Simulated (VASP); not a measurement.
Input of a VASP 6.6.1 run:

Contents of INCAR:

```
PREC = Accurate
ENCUT = 520
EDIFF = 1E-6
ISMEAR = 0
SIGMA = 0.02
LREAL = F
LASPH = T
NELM = 100
ALGO = Normal
ISIF = 2
LWAVE = F
LCHARG = F
GGA = PE
NBANDS = 29
```

The input KPOINTS:

```
regular mesh
0
Gamma
  6 6 6
```

POSCAR

```
KZnF3
1.0
    4.0751574458      0.0000000000      0.0000000000
    0.0000000000      4.0751574458      0.0000000000
    0.0000000000      0.0000000000      4.0751574458
K Zn F
1 1 3
Direct
    0.0000000000      0.0000000000      0.0000000000
    0.5000000000      0.5000000000      0.5000000000
    0.0000000000      0.5000000000      0.5000000000
    0.5000000000      0.0000000000      0.5000000000
    0.5000000000      0.5000000000      0.0000000000
```

Potentials or basis: VASP PAW PBE potentials, release 64 (K_sv, Zn, F).

Command:

```console
$ cat potpaw_PBE.64/K_sv/POTCAR potpaw_PBE.64/Zn/POTCAR potpaw_PBE.64/F/POTCAR > POTCAR
$ mpirun -np 1 vasp_std > vasp.out
```

(1) What does it give for the pressure?

(2) What does it give for the band gap on the k mesh?

Answers

(1) 3.2 GPa.

(2) 3.75 eV, indirect (least direct gap 5.50 eV).
